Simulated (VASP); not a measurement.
# SiC (P4/nmm) in VASP: notebook, part 2 of 2

VASP 6.6.1. The steps go on from the part before.

## 5. Single point, r2SCAN

This run uses another cell than the first one: it holds 8 atoms, not 4.

File POSCAR:

```
SiC
1.0
    3.1955921719      0.0000000000      0.0000000000
    0.0000000000      3.1955921719      0.0000000000
    0.0000000000      0.0000000000      8.9100256559
Si C
4 4
Direct
    1.0000000000      0.5000000000      0.1339643084
    1.0000000000      0.5000000000      0.6339643084
    0.5000000000      0.0000000000      0.3660356916
    0.5000000000      0.0000000000      0.8660356916
    0.0000000000      0.0000000000      0.0000000000
    0.0000000000      0.0000000000      0.5000000000
    0.5000000000      0.5000000000      0.0000000000
    0.5000000000      0.5000000000      0.5000000000
```

File INCAR.step1:

```
PREC = Accurate ; ENCUT = 520
ISMEAR = 0 ; SIGMA = 0.1
LREAL = False ; LASPH = True
NELM = 60 ; NBANDS = 26
GGA = PE ; ALGO = Normal
EDIFF = 1E-4 ; LWAVE = True
LCHARG = False
```

File INCAR.step2:

```
PREC = Accurate ; ENCUT = 520
EDIFF = 1E-7 ; ISMEAR = 0
SIGMA = 0.1 ; LREAL = False
LASPH = True ; NELM = 60
ALGO = Normal ; ISIF = 2
LWAVE = False ; LCHARG = False
METAGGA = R2SCAN ; LMIXTAU = True
NBANDS = 26 ; ISTART = 1
```

File KPOINTS:

```
Automatic mesh
0
Gamma
  8 8 4
```

On the command line:

```sh
> cat potpaw_PBE.64/Si/POTCAR potpaw_PBE.64/C/POTCAR > POTCAR
> cp INCAR.step1 INCAR
> mpirun -np 1 vasp_std > vasp.out
> cp INCAR.step2 INCAR
> mpirun -np 1 vasp_std > vasp.out
```

It took 5.8 min on 1 thread of Intel Xeon Platinum 8488C (Sapphire Rapids), shared host; peak memory 0.24 GiB.

It converged, with:

```
Free energy            : -63.3178 eV
Pressure               : 0.3 GPa
Largest force          : 0.327 eV/Å
Band gap on the k mesh : zero (band 16 reaches 9.99 eV, above the bottom of band 17 at 6.97 eV)
```

Forces in eV/Å, atoms in the order of the input:
```
Si   0.000  0.000  0.327
Si   0.000  0.000  0.327
Si   0.000  0.000 -0.327
Si   0.000  0.000 -0.327
C    0.000  0.000  0.000
C    0.000  0.000  0.000
C    0.000  0.000  0.000
C    0.000  0.000  0.000
```

Stress tensor (GPa, compression positive):
```
-0.98  0.00  0.00
 0.00 -0.98  0.00
 0.00  0.00  2.74
```

Levels at points of the mesh, in eV from the Fermi level:
```tsv
k point	band 12	band 13	band 14	band 15	band 16	band 17	band 18	band 19	band 20	band 21
(0.00, 0.00, 0.00)	-2.07	-1.11	-0.60	1.41	1.55	1.55	2.22	2.22	2.82	3.65
(0.50, 0.00, 0.00)	-3.06	-2.96	-2.96	-1.24	-1.24	-1.12	-1.12	0.36	0.36	5.81
(0.50, 0.50, 0.00)	-4.54	-2.90	-2.90	-1.18	-1.18	0.61	0.61	3.59	3.59	4.32
(0.00, 0.00, 0.50)	-4.67	-0.86	-0.86	1.89	1.89	1.89	1.89	3.15	3.15	3.81
(0.50, 0.00, 0.50)	-3.01	-1.83	-1.83	-1.83	-1.83	-0.89	-0.89	-0.89	-0.89	7.01
(0.50, 0.50, 0.50)	-5.27	-2.18	-2.18	-2.18	-2.18	2.20	2.20	2.20	2.20	5.11
```

Caveat: the PAW data sets were made with another functional, which shifts forces and pressure a little.

## 6. Single point, r2SCAN

This run uses another cell than the first one, of 11.37 Å³/atom, 0.979 times its volume.

File POSCAR:

```
SiC
1.0
    3.1955921719      0.0000000000      0.0000000000
    0.0000000000      3.1955921719      0.0000000000
    0.0000000000      0.0000000000      4.4550128280
Si C
2 2
Direct
    0.0000000000      0.5000000000      0.2679286169
    0.5000000000      0.0000000000      0.7320713831
    0.0000000000      0.0000000000      0.0000000000
    0.5000000000      0.5000000000      0.0000000000
```

File INCAR.step1:

```
PREC = Accurate
ENCUT = 520
ISMEAR = 0
SIGMA = 0.1
LREAL = False
LASPH = True
NELM = 100
NBANDS = 16
GGA = PE
ALGO = Normal
EDIFF = 1E-4
LWAVE = True
LCHARG = False
```

File INCAR.step2:

```
PREC = Accurate
ENCUT = 520
EDIFF = 1E-7
ISMEAR = 0
SIGMA = 0.1
LREAL = False
LASPH = True
NELM = 100
ALGO = Normal
ISIF = 2
LWAVE = False
LCHARG = False
METAGGA = R2SCAN
LMIXTAU = True
NBANDS = 16
ISTART = 1
```

File KPOINTS:

```
Automatic mesh
0
Gamma
  14 14 10
```

Potentials or basis: VASP PAW PBE potentials, release 64 (Si, C).

On the command line:

```sh
> cat potpaw_PBE.64/Si/POTCAR potpaw_PBE.64/C/POTCAR > POTCAR
> cp INCAR.step1 INCAR
> mpirun -np 1 vasp_std > vasp.out
> cp INCAR.step2 INCAR
> mpirun -np 1 vasp_std > vasp.out
```

OUTCAR:

```text
PREC = Accurate
   ENCUT = 520
   EDIFF = 1E-7
   ISMEAR = 0
   LREAL = False
   LASPH = True
   NELM = 100
   ISIF = 2
   METAGGA = R2SCAN
   ISTART = 1

 ion  position               nearest neighbor table
   1  0.000  0.500  0.268-   3 1.99   4 1.99   3 1.99   4 1.99   2 3.06   2 3.06   2 3.06   2 3.06

   2  0.500  0.000  0.732-   3 1.99   4 1.99   4 1.99   3 1.99   1 3.06   1 3.06   1 3.06   1 3.06

   3  0.000  0.000  0.000-   1 1.99   2 1.99   1 1.99   2 1.99
[... 659 lines left out ...]

  FORCE on cell =-STRESS in cart. coord.  units (eV):
  Direction    XX          YY          ZZ          XY          YZ          ZX
  --------------------------------------------------------------------------------------
  -------------------------------------------------------------------------------------
  Total        0.0364169      0.0364169      0.0106240      0.0000000     -0.0000000      0.0000000
  in kB        1.2825136      1.2825136      0.3741512      0.0000000     -0.0000000      0.0000000
  external PRESSURE =       0.9797261 kB  Pullay stress =       0.0000000 kB

 VOLUME and BASIS-vectors are now :
 -----------------------------------------------------------------------------
  energy-cutoff  :      520.00
  volume of cell :       45.49
      direct lattice vectors                 reciprocal lattice vectors
     3.195592172  0.000000000  0.000000000     0.312931046  0.000000000  0.000000000
     0.000000000  3.195592172  0.000000000     0.000000000  0.312931046  0.000000000
     0.000000000  0.000000000  4.455012828     0.000000000  0.000000000  0.224466245

 POSITION                                       TOTAL-FORCE (eV/Angst)
 -----------------------------------------------------------------------------------
      0.00000      1.59780      1.19363         0.000000     -0.000000      0.006597
      1.59780      0.00000      3.26139        -0.000000     -0.000000     -0.006597
      0.00000      0.00000      0.00000         0.000000     -0.000000      0.000000
      1.59780      1.59780      0.00000         0.000000      0.000000      0.000000
 -----------------------------------------------------------------------------------
    total drift:                                0.000000     -0.000000     -0.000000

  FREE ENERGIE OF THE ION-ELECTRON SYSTEM (eV)
  ---------------------------------------------------
  free  energy   TOTEN  =       -31.6545358805 eV

  energy  without entropy=      -31.6496764533  energy(sigma->0) =      -31.65210617
```

OSZICAR.step1:

```text
N       E                     dE             d eps       ncg     rms          rms(c)
DAV:   1     0.253638968826E+02    0.25364E+02   -0.69593E+03  6912   0.894E+02
DAV:   2    -0.232443645074E+02   -0.48608E+02   -0.43527E+02  9480   0.144E+02
DAV:   3    -0.254031339845E+02   -0.21588E+01   -0.21305E+01  8992   0.282E+01
DAV:   4    -0.254214851482E+02   -0.18351E-01   -0.18345E-01  9016   0.309E+00
DAV:   5    -0.254217045942E+02   -0.21945E-03   -0.21944E-03  9184   0.317E-01    0.884E+00
DAV:   6    -0.238347707203E+02    0.15869E+01   -0.40325E+00  8520   0.122E+01    0.410E+00
DAV:   7    -0.238296711849E+02    0.50995E-02   -0.61095E-01  7792   0.461E+00    0.241E+00
DAV:   8    -0.238275268139E+02    0.21444E-02   -0.28669E-02  9200   0.109E+00    0.545E-01
DAV:   9    -0.238273919835E+02    0.13483E-03   -0.20133E-03  8672   0.333E-01    0.108E-01
DAV:  10    -0.238275554904E+02   -0.16351E-03   -0.72268E-04  8912   0.161E-01    0.520E-02
DAV:  11    -0.238275515187E+02    0.39717E-05   -0.42517E-05  4280   0.479E-02
   1 F= -.23827552E+02 E0= -.23825351E+02  d E =-.440163E-02
```

It took 5 min on 1 thread of Intel Xeon Platinum 8488C (Sapphire Rapids), shared host; peak memory 0.25 GiB.

Results:

```yaml
Free_energy: -31.6545 eV
Pressure: 0.1 GPa
Largest_force: 0.007 eV/Å
Band_gap_on_the_k_mesh: zero (band 8 reaches 10.36 eV, above the bottom of band 9 at 6.35 eV)
```

Forces on the atoms (eV/Å):
```
Si   0.000  0.000  0.007
Si   0.000  0.000 -0.007
C    0.000  0.000  0.000
C    0.000  0.000  0.000
```

Levels at points of the mesh, in eV from the Fermi level:
```tsv
k point	band 6	band 7	band 8	band 9	band 10	band 11
(0.00, 0.00, 0.00)	-6.01	-0.48	2.36	2.36	2.94	5.54
(0.50, 0.00, 0.00)	-3.55	-2.92	-2.92	-0.98	-0.98	8.15
(0.50, 0.50, 0.00)	-4.42	-1.12	-1.12	0.66	0.66	3.69
(0.00, 0.00, 0.50)	-1.98	-0.99	1.48	1.66	1.66	3.79
(0.50, 0.00, 0.50)	-2.81	-1.10	-1.10	0.45	0.45	5.89
(0.50, 0.50, 0.50)	-5.73	-2.83	-2.83	4.40	4.40	5.27
```

Caveat: the PAW data sets were made with another functional, which shifts forces and pressure a little.

## 7. Summary

```tsv
task	spin	cell	k mesh	cutoff (eV)	gap on the mesh (eV)	pressure (GPa)	largest force (eV/Å)
single point	off	a = 3.243, b = 3.243, c = 4.420 Å, 4 atoms	6 × 6 × 4	520	none	0.0	0.03
single point	collinear, ferromagnetic start	a = 3.219, b = 3.219, c = 4.068 Å, 4 atoms	6 × 6 × 4	520	none	32.2	2.79
relaxation of cell and atoms	off	relaxed from a = 3.219, b = 3.219, c = 4.068 Å, 4 atoms	6 × 6 × 4	600	none	-0.3	0.01
single point	off	a = 3.196, b = 3.196, c = 8.910 Å, 8 atoms	8 × 8 × 4	520	none	0.3	0.33
single point	off	a = 3.196, b = 3.196, c = 4.455 Å, 4 atoms	14 × 14 × 10	520	none	0.1	0.01
```

Alike in all rows: level r2SCAN; potentials or basis VASP PAW PBE potentials, release 64 (Si, C); smearing gaussian 0.1 eV.

Caveats: some runs use coarse meshes; the PAW data sets were made with another functional, which shifts forces and pressure a little.

Total energies depend on the potentials used, so only differences within one code and one set of settings carry meaning.
